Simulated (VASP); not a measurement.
Here is a VASP 6.6.1 calculation.

File POSCAR:

```
CdO2
1.0
    5.4047170000      0.0000000000      0.0000000000
    0.0000000000      5.4047170000      0.0000000000
    0.0000000000      0.0000000000      5.4047170000
Cd O
4 8
Direct
    0.5000000000      0.0000000000      0.0000000000
    0.0000000000      0.0000000000      0.5000000000
    0.0000000000      0.5000000000      0.0000000000
    0.5000000000      0.5000000000      0.5000000000
    0.0803240000      0.4196760000      0.5803240000
    0.4196760000      0.5803240000      0.0803240000
    0.5803240000      0.0803240000      0.4196760000
    0.9196760000      0.9196760000      0.9196760000
    0.0803240000      0.0803240000      0.0803240000
    0.4196760000      0.9196760000      0.5803240000
    0.5803240000      0.4196760000      0.9196760000
    0.9196760000      0.5803240000      0.4196760000
```

Contents of INCAR.step1:

```
ALGO = Normal
EDIFF = 1E-4
ENCUT = 520
GGA = PE
ISMEAR = 0
LASPH = T
LCHARG = F
LREAL = F
LWAVE = T
NBANDS = 60
NELM = 100
PREC = Accurate
SIGMA = 0.1
```

INCAR.step2

```
ALGO = Normal
EDIFF = 1E-6
ENCUT = 520
ISIF = 2
ISMEAR = 0
ISTART = 1
LASPH = T
LCHARG = T
LELF = T
LMIXTAU = T
LREAL = F
LVHAR = T
LWAVE = F
METAGGA = R2SCAN
NBANDS = 60
NELM = 100
PREC = Accurate
SIGMA = 0.1
```

KPOINTS

```
k-points
0
Gamma
  4 4 4
```

Potentials or basis: VASP PAW PBE potentials, release 64 (Cd, O).

Command:

```bash
$ cat potpaw_PBE.64/Cd/POTCAR potpaw_PBE.64/O/POTCAR > POTCAR
$ cp INCAR.step1 INCAR
$ mpirun -np 1 vasp_std > vasp.out
$ cp INCAR.step2 INCAR
$ mpirun -np 1 vasp_std > vasp.out
```

Problem. Predict the band gap on the k mesh.

Solution. 1.78 eV, indirect (least direct gap 1.80 eV).

Problem. What does it give for the largest force?

Solution. 0.006 eV/Å.

Problem. Estimate the pressure.

Solution. -4.7 GPa.

Forces on the atoms (eV/Å):
```
Cd   0.000  0.000  0.000
Cd   0.000  0.000  0.000
Cd   0.000  0.000  0.000
Cd   0.000  0.000  0.000
O    0.003 -0.003  0.003
O   -0.003  0.003  0.003
O    0.003  0.003 -0.003
O   -0.003 -0.003 -0.003
O    0.003  0.003  0.003
O   -0.003 -0.003  0.003
O    0.003 -0.003 -0.003
O   -0.003  0.003 -0.003
```

Caveat: the PAW data sets were made with another functional, which shifts forces and pressure a little. A k mesh can miss the band edges.
